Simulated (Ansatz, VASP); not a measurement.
Pt: VASP beside Ansatz

The input POSCAR:

```
Pt
1.0
    0.0000000000      1.9609000000      1.9609000000
    1.9609000000      0.0000000000      1.9609000000
    1.9609000000      1.9609000000      0.0000000000
Pt
1
Direct
    0.0000000000      0.0000000000      0.0000000000
```

The input INCAR.step1:

```
SYSTEM = Pt
ALGO     = Normal         ! electronic algorithm
EDIFF    = 1E-4           ! SCF threshold, eV
ENCUT    = 520            ! plane-wave cutoff, eV
GGA      = PE             ! functional
GGA_COMPAT= .False.      
ISMEAR   = -1             ! smearing method
LASPH    = .True.         ! aspherical terms in the spheres
LCHARG   = .False.        ! write CHGCAR
LDAU     = .True.         ! DFT+U
LDAUJ    = 0            
LDAUL    = 2              ! shell
LDAUTYPE = 2            
LDAUU    = 3              ! U, eV
LMAXMIX  = 4              ! l up to which the mixer works
LREAL    = .False.        ! projectors in reciprocal space
LSORBIT  = .True.         ! spin-orbit coupling
LWAVE    = .True.         ! write WAVECAR
MAGMOM   = 0 0 0          ! initial moments
NBANDS   = 21             ! bands
NELM     = 150            ! most SCF steps
PREC     = Accurate       ! precision mode
SIGMA    = 0.15           ! smearing width, eV
```

The input INCAR.step2:

```
SYSTEM = Pt
ALGO     = Normal         ! electronic algorithm
BPARAM   = 11.95        
CPARAM   = 0.0093       
EDIFF    = 1E-8           ! SCF threshold, eV
ENCUT    = 520            ! plane-wave cutoff, eV
GGA_COMPAT= .False.      
ISIF     = 2              ! what is computed and relaxed
ISMEAR   = -1             ! smearing method
ISTART   = 1            
IVDW_NL  = 2            
LASPH    = .True.         ! aspherical terms in the spheres
LCHARG   = .False.        ! write CHGCAR
LDAU     = .True.         ! DFT+U
LDAUJ    = 0            
LDAUL    = 2              ! shell
LDAUPRINT= 1            
LDAUTYPE = 2            
LDAUU    = 3              ! U, eV
LEFG     = .True.       
LMAXMIX  = 4              ! l up to which the mixer works
LMIXTAU  = .True.       
LORBIT   = 11             ! projections on sites
LORBMOM  = .True.       
LREAL    = .False.        ! projectors in reciprocal space
LSORBIT  = .True.         ! spin-orbit coupling
LUSE_VDW = .True.       
LWAVE    = .False.        ! write WAVECAR
MAGMOM   = 0 0 0          ! initial moments
METAGGA  = R2SCAN         ! meta-GGA
NBANDS   = 21             ! bands
NELM     = 150            ! most SCF steps
PREC     = Accurate       ! precision mode
SIGMA    = 0.15           ! smearing width, eV
```

Contents of KPOINTS:

```
k-points
0
Gamma
  12 12 12
  0 0 0
```

Contents of input.yaml:

```yaml
crystal:
  lattice:
    - [0.0, 1.9609, 1.9609]
    - [1.9609, 0.0, 1.9609]
    - [1.9609, 1.9609, 0.0]
  atoms:
    - { symbol: Pt, position: [0.0, 0.0, 0.0] }
hamiltonian:
  xc: r2scan
  pseudopotentials: { kind: paw_fr }
  dispersion: rvv10
  hubbard:
    sites: [{ species: Pt, l: d, u_eff: 3.0 }]
    projectors: all-electron-ortho-atomic
    double_counting: fll
magnetization:
  noncollinear: true
  spin_orbit: true
kpoints:
  mp_grid: { grid: [12, 12, 12] }
scf:
  occupations: { method: fermi_dirac, width: 0.15 }
output:
  forces: true
  stress: true
  eigenvalues: true
  efg: {}
```

Alike in both runs: task electric field gradients; functional r2SCAN; dispersion rVV10; k mesh 12 × 12 × 12; occupations fermi-dirac, width 0.15 eV; non-collinear spin, spin-orbit coupling; Hubbard terms Pt d U = 3.0 eV.

|  | VASP | Ansatz |
| --- | --- | --- |
| version | VASP 6.6.1 | Ansatz 0.2.0 |
| potentials or method | VASP PAW PBE potentials, release 64 (Pt) | Ansatz PAW |
| plane-wave cutoff (eV) | 520 | 500 |
| valence electrons in the cell | 10 | 18 |

VASP gave:

```
pressure (GPa) : -4.9
```

Q: Which values does Ansatz return?

A: Pressure (GPa): 2.1.

VASP's potentials were made for PBE, not for r2SCAN. The programs project onto different local orbitals, so the same U acts differently, and such runs can settle in different states. VASP's potentials hold 10 valence electrons a cell and Ansatz's 18, so a difference there can come from the potentials and not from the codes.
